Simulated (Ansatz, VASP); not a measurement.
**CaS in VASP and in Ansatz**

File INCAR:

```
PREC     = Accurate       # precision mode
ENCUT    = 500            # plane-wave cutoff, eV
EDIFF    = 1E-6           # SCF threshold, eV
ISMEAR   = 0              # smearing method
SIGMA    = 0.02           # smearing width, eV
LREAL    = False          # projectors in reciprocal space
LASPH    = True           # aspherical terms in the spheres
NELM     = 120            # most SCF steps
ALGO     = Normal         # electronic algorithm
ISIF     = 2              # what is computed and relaxed
LWAVE    = False          # write WAVECAR
LCHARG   = True           # write CHGCAR
GGA      = PE             # functional
LELF     = True           # ELF
LVHAR    = True         
NBANDS   = 15             # bands
GGA_COMPAT= False
```

Contents of KPOINTS:

```
Automatic mesh
0
Gamma
  8 8 8
```

File POSCAR:

```
CaS
1.0
    0.0000000000      2.7676438623      2.7676438623
    2.7676438623      0.0000000000      2.7676438623
    2.7676438623      2.7676438623      0.0000000000
Ca S
1 1
Direct
    0.0000000000      0.0000000000      0.0000000000
    0.5000000000      0.5000000000      0.5000000000
```

Input for Ansatz:

```yaml
crystal:
  lattice:
    - [0.0, 2.7676438623, 2.7676438623]
    - [2.7676438623, 0.0, 2.7676438623]
    - [2.7676438623, 2.7676438623, 0.0]
  atoms:
    - { symbol: Ca, position: [0.0, 0.0, 0.0] }
    - { symbol: S, position: [0.5, 0.5, 0.5] }
basis:
  ecutwfc: 420
kpoints:
  mp_grid: { grid: [8, 8, 8] }
hamiltonian:
  xc: pbe
scf:
  occupations: { method: gaussian, width: 0.02 }
output:
  forces: true
  stress: true
  eigenvalues: true
```

Alike in both runs: task single point; functional PBE; k mesh 8 × 8 × 8; occupations gaussian, width 0.02 eV; no spin polarisation.

|  | VASP | Ansatz |
| --- | --- | --- |
| version | VASP 6.6.1 | Ansatz 0.2.0 |
| potentials or method | VASP PAW PBE potentials, release 64 (Ca_sv, S), cutoff 500 eV | scalar-relativistic, plane waves, PAW |
| valence electrons in the cell | 16 | 16 |

```csv
,VASP,Ansatz,Ansatz less VASP
gap on the k mesh at the Fermi level (eV),2.14,2.15,+0.007
least direct gap on the mesh (eV),3.00,3.01,+0.007
pressure (GPa),6.7,6.5,-0.22
```
